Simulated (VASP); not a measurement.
Here is a VASP 6.6.1 calculation.

Contents of INCAR:

```
PREC     = Accurate       # precision mode
ENCUT    = 520            # plane-wave cutoff, eV
EDIFF    = 1E-7           # SCF threshold, eV
ISMEAR   = 0              # smearing method
SIGMA    = 0.1            # smearing width, eV
LREAL    = F              # projectors in reciprocal space
LASPH    = T              # aspherical terms in the spheres
NELM     = 100            # most SCF steps
ALGO     = Normal         # electronic algorithm
ISIF     = 2              # what is computed and relaxed
LWAVE    = F              # write WAVECAR
LCHARG   = F              # write CHGCAR
GGA      = PE             # functional
NBANDS   = 29             # bands
```

The input KPOINTS:

```
regular mesh
0
Gamma
  4 4 4
```

The input POSCAR:

```
MgB5
1.0
    4.2978290534      0.0297415512     -0.1131511108
    1.8762198246      4.0513974533     -0.1622215891
   -0.0651344389      0.8219531813      6.1902430426
Mg B
2 10
Direct
    0.3815763297      0.3528035556      0.2372195480
    0.9339657169      0.2424387681      0.6398923982
    0.4578308942      0.8064627392      0.4362023468
    0.8914392057      0.7358553738      0.8379433059
    0.8578895959      0.8670826946      0.0988621976
    0.5129782531      0.7377979985      0.7263971993
    0.8462277322      0.8352096331      0.3778396727
    0.2118409064      0.8242859417      0.9281242271
    0.8049782746      0.5255985829      0.2862257620
    0.3394222252      0.4580608282      0.8293684849
    1.0172391904      0.0851543827      0.2893076591
    0.4876204353      0.0432319823      0.8936201181
```

Potentials or basis: VASP PAW PBE potentials, release 64 (Mg, B).

Launch:

```bash
$ cat potpaw_PBE.64/Mg/POTCAR potpaw_PBE.64/B/POTCAR > POTCAR
$ mpirun -np 1 vasp_std > vasp.out
```

Task: Estimate the largest force.

Result: 0.051 eV/Å.

Task: Estimate the band gap on the k mesh.

Result: Zero (bands 17 and 18 overlap by 1.22 eV).

Task: What does it give for the pressure?

Result: 0.0 GPa.

Forces on the atoms (eV/Å):
```
Mg   0.014 -0.007 -0.005
Mg   0.015  0.002 -0.003
B    0.012  0.004 -0.001
B   -0.012  0.008 -0.028
B   -0.015 -0.001  0.027
B    0.006 -0.011 -0.013
B    0.012  0.038  0.007
B    0.006  0.042  0.025
B   -0.012 -0.039  0.000
B   -0.006 -0.048 -0.013
B   -0.023  0.005  0.002
B    0.003  0.008  0.002
```

Caveat: the k points lie up to 0.41 Å⁻¹ apart, too coarse for converged energies and pressures of a metal.
